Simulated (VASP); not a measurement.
# Bi (Im-3m) in VASP: a series of runs, part 2 of 2

VASP 6.6.1.

## 6. Single point, LDA

The input, INCAR:

```
PREC     = Accurate       # precision mode
ENCUT    = 520            # plane-wave cutoff, eV
EDIFF    = 1E-7           # SCF threshold, eV
ISMEAR   = -1             # smearing method
SIGMA    = 0.01           # smearing width, eV
LREAL    = F              # projectors in reciprocal space
LASPH    = T              # aspherical terms in the spheres
NELM     = 80             # most SCF steps
ALGO     = Normal         # electronic algorithm
ISIF     = 2              # what is computed and relaxed
LWAVE    = F              # write WAVECAR
LCHARG   = F              # write CHGCAR
GGA      = CA             # functional
NBANDS   = 14             # bands
```

The input, KPOINTS:

```
Automatic mesh
0
Gamma
  9 9 9
```

The input, POSCAR:

```
Bi
1.0
   -1.9814305318      1.9814305318      1.9814305318
    1.9814305318     -1.9814305318      1.9814305318
    1.9814305318      1.9814305318     -1.9814305318
Bi
1
Direct
    0.0000000000      0.0000000000      0.0000000000
```

Potentials or basis: VASP PAW LDA potentials, release 64 (Bi_d).

Command:

```
$ cat potpaw_LDA.64/Bi_d/POTCAR > POTCAR
$ mpirun -np 1 vasp_std > vasp.out
```

OUTCAR:

```text
PREC = Accurate
   ENCUT = 520
   EDIFF = 1E-7
   ISMEAR = -1
   LREAL = F
   LASPH = T
   NELM = 80
   ISIF = 2
   GGA = CA

 ion  position               nearest neighbor table
   1  0.000  0.000  0.000-

  LATTYP: Found a body centered cubic cell.
 ALAT       =     3.9628610636

  Lattice vectors:

 A1 = (  -1.9814305318,   1.9814305318,   1.9814305318)
 A2 = (   1.9814305318,  -1.9814305318,   1.9814305318)
 A3 = (   1.9814305318,   1.9814305318,  -1.9814305318)

Analysis of symmetry for initial positions (statically):
=====================================================================
 Subroutine PRICEL returns:
 Original cell was already a primitive cell.

 Routine SETGRP: Setting up the symmetry group for a
 body centered cubic supercell.

 Subroutine GETGRP returns: Found 48 space group operations
[... 9 lines left out ...]

 Routine SETGRP: Setting up the symmetry group for a
 body centered cubic supercell.

 Subroutine GETGRP returns: Found 48 space group operations
[... 11 lines left out ...]
                                     Primitive cell

  volume of cell :      31.1169

  direct lattice vectors                    reciprocal lattice vectors
    -1.981430532  1.981430532  1.981430532     0.000000000  0.252342937  0.252342937
     1.981430532 -1.981430532  1.981430532     0.252342937  0.000000000  0.252342937
     1.981430532  1.981430532 -1.981430532     0.252342937  0.252342937  0.000000000

  length of vectors
     3.431938353  3.431938353  3.431938353     0.356866804  0.356866804  0.356866804

  position of ions in fractional coordinates (direct lattice)
     0.000000000  0.000000000  0.000000000

  ion indices of the primitive-cell ions
   primitive index   ion index
                 1           1

----------------------------------------------------------------------------------------

 KPOINTS: Automatic mesh

[... 84 lines left out ...]
   IALGO  =     38    algorithm
   IMIX   =      4    mixing-type and parameters
     AMIX     =   0.40;   BMIX     =  1.00
     AMIX_MAG =   1.60;   BMIX_MAG =  1.00
  volume/ion in A,a.u.               =      31.12       209.99
  Fermi-wavevector in a.u.,A,eV,Ry     =   1.283630  2.425708 22.418388  1.647705
  Thomas-Fermi vector in A             =   2.415871
   LORBIT       =      0    0 simple, 1 ext, 2 COOP (PROOUT), +10 PAW based schemes
   GGA     = CA    functional components
   LHFCALC =     F    Hartree Fock is set to
   AEXX    =    0.0000 exact exchange contribution
   IVDW    =     0    specifies the selected vdW correction
   LEPSILON=     F    determine dielectric tensor
   LRPA    =     F    only Hartree local field effects (RPA)
 non-spin polarized calculation
  energy-cutoff  :      520.00
  volume of cell :       31.12
 maximum number of plane-waves:       887
 NGX is ok and might be reduce to    28
   NGX = 13   NGY = 13   NGZ = 13

 number of electron      14.9999994 magnetization

 Free energy of the ion-electron system (eV)
  ---------------------------------------------------
  ext. energy  EPLUGINS =         0.00000000
  ---------------------------------------------------
  free energy    TOTEN  =        -4.46116925 eV

  energy without entropy =       -4.46065137  energy(sigma->0) =       -4.46091031

 E-fermi :   7.6753     XC(G=0): -10.5299

 val. band max:        7.6507177179   @ k =   0.2222   0.0000   0.0000
 cond. band min:       7.6814124462   @ k =  -0.2222   0.2222   0.1111
 fundamental gap:      0.0306947282
 Fermi energy:         7.6753054539

 k-point     1 :       0.0000    0.0000    0.0000
  band No.  band energies     occupation
      1     -15.2940      2.00000
      2     -15.2940      2.00000
      3     -15.2940      2.00000
      4     -15.1635      2.00000
      5     -15.1635      2.00000
      6      -5.8570      2.00000
      7      12.7227      0.00000
      8      12.7227      0.00000
      9      12.7227      0.00000
     10      16.9038      0.00000
     11      18.1962      0.00000
     12      18.1962      0.00000
     13      18.1962      0.00000
     14      19.3926      0.00000
[... 377 lines left out ...]
      1     -15.2832      2.00000
      2     -15.2484      2.00000
      3     -15.2046      2.00000
      4     -15.1682      2.00000
      5     -15.0931      2.00000
      6      -2.4013      2.00000
      7       3.3112      2.00000
      8       6.8209      2.00000
      9      10.2762      0.00000
     10      15.1099      0.00000
     11      16.5677      0.00000
     12      17.6205      0.00000
     13      19.0935      0.00000
     14      25.3583      0.00000

 [... further k-points ...]
[... 5 lines left out ...]
  --------------------------------------------------------------------------------------
  -------------------------------------------------------------------------------------
  Total       -0.6343983     -0.6343983     -0.6343983      0.0000000      0.0000000     -0.0000000
  in kB      -32.6645043    -32.6645043    -32.6645043      0.0000000      0.0000000     -0.0000000
  external PRESSURE =     -32.6645043 kB  Pullay stress =       0.0000000 kB

 VOLUME and BASIS-vectors are now :
 -----------------------------------------------------------------------------
  energy-cutoff  :      520.00
  volume of cell :       31.12
      direct lattice vectors                 reciprocal lattice vectors
    -1.981430532  1.981430532  1.981430532     0.000000000  0.252342937  0.252342937
     1.981430532 -1.981430532  1.981430532     0.252342937  0.000000000  0.252342937
     1.981430532  1.981430532 -1.981430532     0.252342937  0.252342937  0.000000000

 POSITION                                       TOTAL-FORCE (eV/Angst)
 -----------------------------------------------------------------------------------
      0.00000      0.00000      0.00000         0.000000      0.000000      0.000000
 -----------------------------------------------------------------------------------
    total drift:                               -0.000000     -0.000000      0.000000

  FREE ENERGIE OF THE ION-ELECTRON SYSTEM (eV)
  ---------------------------------------------------
  free  energy   TOTEN  =        -4.4611692543 eV

  energy  without entropy=       -4.4606513750  energy(sigma->0) =       -4.46091031
```

OSZICAR:

```text
N       E                     dE             d eps       ncg     rms          rms(c)
DAV:   1     0.114063139599E+03    0.11406E+03   -0.76241E+03   998   0.122E+03
DAV:   2     0.215568336043E+01   -0.11191E+03   -0.10800E+03  1070   0.338E+02
DAV:   3    -0.430978232297E+01   -0.64655E+01   -0.64457E+01  1264   0.789E+01
DAV:   4    -0.446276084205E+01   -0.15298E+00   -0.15295E+00  1238   0.130E+01
DAV:   5    -0.446954534656E+01   -0.67845E-02   -0.67842E-02  1374   0.252E+00    0.471E-01
DAV:   6    -0.446317145568E+01    0.63739E-02   -0.89698E-03  1342   0.125E+00    0.272E-01
DAV:   7    -0.446124748732E+01    0.19240E-02   -0.47280E-03  1310   0.938E-01    0.746E-02
DAV:   8    -0.446117018609E+01    0.77301E-04   -0.45989E-04  1282   0.335E-01    0.108E-02
DAV:   9    -0.446116895026E+01    0.12358E-05   -0.11644E-05  1460   0.462E-02    0.517E-03
DAV:  10    -0.446116926065E+01   -0.31039E-06   -0.11353E-06  1482   0.108E-02    0.539E-04
DAV:  11    -0.446116925427E+01    0.63790E-08   -0.40933E-08   904   0.317E-03
   1 F= -.44611693E+01 E0= -.44609103E+01  d E =-.517879E-03
```

stdout:

```text
POSCAR found type information on POSCAR Bi
 POSCAR found :  1 types and       1 ions
 scaLAPACK will be used
 LDA part: xc-table for (Slater(with rela. corr.)+CA(PZ))
 , standard interpolation
 POSCAR, INCAR and KPOINTS ok, starting setup
 FFT: planning ... GRIDC
 FFT: planning ... GRID_SOFT
 FFT: planning ... GRID
 WAVECAR not read
 entering main loop
```

It took 14 s on 1 thread of Intel Xeon Platinum 8375C at 2.90GHz (Ice Lake), shared host; peak memory 0.14 GiB.

Results:

```yaml
Free_energy: -4.4612 eV
Pressure: -3.3 GPa
```

Levels at points of the mesh, in eV from the Fermi level:
| k point | band 5 | band 6 | band 7 | band 8 | band 9 | band 10 |
| --- | --- | --- | --- | --- | --- | --- |
| (0.00, 0.00, 0.00) | -22.84 | -13.53 | 5.05 | 5.05 | 5.05 | 9.23 |

Caveat: spin-orbit coupling is left out, which moves the levels of the heavy elements.

## 7. Overview

```csv
task,level,potentials or basis,cell,cutoff (eV),smearing,gap on the mesh (eV),pressure (GPa),relaxed volume (Å³/atom)
relaxation of cell and atoms,PBE+D4,"VASP PAW PBE potentials, release 64 (Bi_d)",relaxed,600,fermi-dirac 0.05 eV,none,0.0,30.17
relaxation of cell and atoms,PBEsol+D3(BJ),"VASP PAW PBE potentials, release 64 (Bi_d)",relaxed,600,fermi-dirac 0.05 eV,none,0.0,28.54
relaxation of cell and atoms,revPBE+D3(BJ),"VASP PAW PBE potentials, release 64 (Bi_d)",relaxed,600,fermi-dirac 0.05 eV,none,0.0,29.53
single point,LDA,"VASP PAW LDA potentials, release 64 (Bi_d)",as given,520,fermi-dirac 0.025 eV,none,-3.3,-
single point,LDA,"VASP PAW LDA potentials, release 64 (Bi_d)",as given,520,fermi-dirac 0.01 eV,none,-3.3,-
```

Alike in all rows: no spin polarisation; k mesh 9 × 9 × 9.

Caveats: spin-orbit coupling is left out, which moves the levels of the heavy elements; pairwise dispersion overbinds metals, which lowers pressure and volume (some runs); the PAW data sets were made with another functional, which shifts forces and pressure a little (some runs).

Total energies depend on the potentials used, so only differences within one code and one set of settings carry meaning.
